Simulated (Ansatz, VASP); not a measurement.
# Au: VASP beside Ansatz

Contents of INCAR:

```
SYSTEM = Au
  PREC = Accurate
  ENCUT = 600
  EDIFF = 1E-7
  ISMEAR = -1
  SIGMA = 0.05
  LREAL = .FALSE.
  LASPH = .TRUE.
  NELM = 80
  ALGO = Normal
  ISIF = 3
  LWAVE = .FALSE.
  LCHARG = .FALSE.
  IBRION = 2
  NSW = 45
  EDIFFG = -0.005
```

Contents of KPOINTS:

```
Automatic mesh
0
G
  16 16 9
  0 0 0
```

File POSCAR:

```
Au
1.0
    2.8467912931      0.0000000000      0.0000000000
   -1.4233956466      2.4653935791      0.0000000000
    0.0000000000      0.0000000000      4.7279617427
Au
2
Direct
    0.3333333333      0.6666666667      0.2500000000
    0.6666666667      0.3333333333      0.7500000000
```

Input for Ansatz:

```yaml
crystal:
  lattice:
    - [2.8467912931, 0.0, 0.0]
    - [-1.4233956466, 2.4653935791, 0.0]
    - [0.0, 0.0, 4.7279617427]
  atoms:
    - { symbol: Au, position: [0.3333333333, 0.6666666667, 0.25] }
    - { symbol: Au, position: [0.6666666667, 0.3333333333, 0.75] }
kpoints:
  mp_grid: { grid: [16, 16, 9] }
scf:
  occupations: { method: fermi_dirac, width: 0.05 }
hamiltonian:
  xc: lda
  pseudopotentials:
    kind: all_electron
    lapw: { basis_error: 0.0005 }
    relativity: none
output:
  forces: true
  stress: true
  eigenvalues: true
  populations: true
relax:
  f_tol: 0.005
  max_steps: 25
  cell: {}
```

Alike in both runs: task relaxation of cell and atoms; functional LDA; k mesh 16 × 16 × 9; occupations fermi-dirac, width 0.05 eV; no spin polarisation.

```csv
,VASP,Ansatz
version,VASP 6.6.1,Ansatz 0.2.0
potentials or method,"VASP PAW LDA potentials, release 64 (Au), cutoff 600 eV","all-electron LAPW, non-relativistic"
```

|  | VASP | Ansatz | Ansatz less VASP |
| --- | --- | --- | --- |
| relaxed volume (Å³/atom) | 16.64 | 19.43 | +2.787 |
| relaxed length of the cell vector where the two differ most in proportion (Å) | 2.852 | 3.018 | +0.1661 |

LDA's correlation is that of Perdew and Zunger in VASP and of Perdew and Wang (1992) in Ansatz. Ansatz ran all-electron here, and VASP with PAW potentials.

Spin-orbit coupling is off throughout.
